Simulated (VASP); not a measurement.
AlN, 2 atoms in the cell. Symmetry: Fm-3m, No. 225, cubic system. Conventional cell: a = 4.038 Å, b = 4.038 Å, c = 4.038 Å, α = 90.00°, β = 90.00°, γ = 90.00°. Al (site symmetry m-3m) has 6 N at 2.02 Å within 2.7 Å. N (site symmetry m-3m) has 6 Al at 2.02 Å within 2.7 Å. 

```yaml
Program: VASP 6.6.1
Task: single point
Functional: r2SCAN
Potentials_or_basis: VASP PAW PBE potentials, release 64 (Al, N)
Cutoff: 520 eV
k_mesh: 10 × 10 × 10
Occupations: gaussian, width 0.01 eV
Spin: no spin polarisation
Dipole_correction: no
Further_INCAR_settings: ALGO = Normal; EDIFF = 1e-06; NBANDS = 11
```

Potentials or basis: VASP PAW PBE potentials, release 64 (Al, N).

Launch:

```bash
$ cat potpaw_PBE.64/Al/POTCAR potpaw_PBE.64/N/POTCAR > POTCAR
$ cp INCAR.step1 INCAR
$ mpirun -np 1 vasp_std > vasp.out
$ cp INCAR.step2 INCAR
$ mpirun -np 1 vasp_std > vasp.out
```

Hardware: 1 thread of AMD EPYC 7R43 64-Core Processor (Zen 3), with other jobs on the host.

Question: Estimate the wall time of this run.

Answer: Run time: 40 s on 1 thread of AMD EPYC 7R43 64-Core Processor (Zen 3), on a shared host, peak memory 0.1 GiB. Counts: k points 47.
